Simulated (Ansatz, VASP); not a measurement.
One calculation of Al12H, two programs

```
Al H
1.0
     5.71430    0.00000    0.00000
    -2.85715    4.94873    0.00000
     0.00000    0.00000   21.60164
Al H
12 1
Direct
  0.33333 0.16667 0.18517
  0.33333 0.66667 0.18517
  0.83333 0.16667 0.18517
  0.83333 0.66667 0.18517
  0.16667 0.33333 0.29169
  0.16667 0.83333 0.29169
  0.66667 0.33333 0.29169
  0.66667 0.83333 0.29169
  0.00000 0.00000 0.39819
  0.00000 0.50000 0.39819
  0.50000 0.00000 0.39819
  0.50000 0.50000 0.39819
  0.38889 0.61111 0.45282
```

Alike in both runs: task single point; functional PBE; k mesh 6 × 6 × 1; occupations gaussian, width 0.1 eV; collinear spin.

|  | VASP | Ansatz |
| --- | --- | --- |
| version | VASP 6.6.1 | Ansatz 0.2.0 |
| potentials or method | VASP PAW PBE potentials, release 64 (Al, H), cutoff 520 eV | scalar-relativistic, plane waves, PAW |
| valence electrons in the cell | 37 | 37 |

Ansatz gave:

```
gap on the k mesh at the Fermi level (eV)  : none
rms of the force components (eV/Å)         : 0.227
net moment per atom (μB)                   : 0.00
work function, face that differs most (eV) : 3.95
```

Question: What did VASP give for the same quantities?

Answer: gap on the k mesh at the Fermi level (eV): none; rms of the force components (eV/Å): 0.226; net moment per atom (μB): 0.00; work function, face that differs most (eV): 3.95.

Atom by atom the forces differ by 0.001 eV/Å (rms over components). A gap of «none» marks a metal or a gap that the smearing closes. With one functional, cell and mesh, what is left measures potentials, basis and numerics. Ansatz's warnings: seeded moment not kept.
